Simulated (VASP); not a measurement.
A run of VASP 6.6.1 is set up as follows.

INCAR

```
SYSTEM = Al
ALGO = Normal
EDIFF = 1E-7
ENCUT = 520
GGA = PE
ISIF = 2
ISMEAR = 0
LASPH = .TRUE.
LCHARG = .FALSE.
LREAL = Auto
LWAVE = .FALSE.
NBANDS = 40
NELM = 60
PREC = Accurate
SIGMA = 0.15
```

KPOINTS

```
k-points
0
G
  3 3 1
  0 0 0
```

The input POSCAR:

```
Al
1.0
    5.7275650000      0.0000000000      0.0000000000
    0.0000000000      5.7275650000      0.0000000000
    0.0000000000      0.0000000000     19.0750000000
Al
17
Direct
    0.2499999564      0.2499999564      0.0524245872
    0.7500000436      0.2499999564      0.0524245872
    0.2499999564      0.7500000436      0.0524245872
    0.7500000436      0.7500000436      0.0524245872
    0.0069395982      0.0003649020      0.1599622543
    0.5067561870     -0.0013735331      0.1591482045
    0.0069423917      0.4993808014      0.1599806553
    0.5066945552      0.5010596999      0.1591456881
    0.3035440017      0.2493941143      0.2702842464
    0.8053780271      0.2492596767      0.2742046658
    0.3176426632      0.7493825037      0.2751414417
    0.8166423253      0.7492807153      0.2801821756
    0.0812680432      0.0073684018      0.3808654784
    0.5665297557      0.0067691942      0.3812817824
    0.0812919626      0.4909121066      0.3808853473
    0.5664733617      0.4915315671      0.3812725557
    0.8291539249      0.7490348866      0.4717994233
```

Potentials or basis: VASP PAW PBE potentials, release 64 (Al).

Launch:

```sh
$ cat potpaw_PBE.64/Al/POTCAR > POTCAR
$ mpirun -np 1 vasp_std > vasp.out
```

Task: Estimate the largest force.

Result: 0.067 eV/Å.

Task: Estimate the band gap on the k mesh.

Result: Zero (an odd number of electrons rules out a gap without spin polarisation).

Forces in eV/Å, atoms in the order of the input:
```
Al  -0.029  0.000  0.060
Al   0.053  0.000 -0.021
Al  -0.028 -0.001 -0.002
Al   0.000  0.000 -0.025
Al   0.001 -0.006 -0.008
Al   0.002  0.000 -0.008
Al   0.001  0.006 -0.009
Al   0.002  0.001 -0.008
Al  -0.005  0.000  0.001
Al   0.003  0.000  0.006
Al  -0.003 -0.002  0.009
Al  -0.005  0.000  0.005
Al   0.004  0.004 -0.001
Al  -0.001  0.003  0.000
Al   0.004 -0.003  0.000
Al  -0.001 -0.001  0.000
Al   0.000  0.000 -0.001
```

Caveat: the k points lie up to 0.37 Å⁻¹ apart, too coarse for converged energies and pressures of a metal; there is no dipole correction, which matters where the two faces differ.
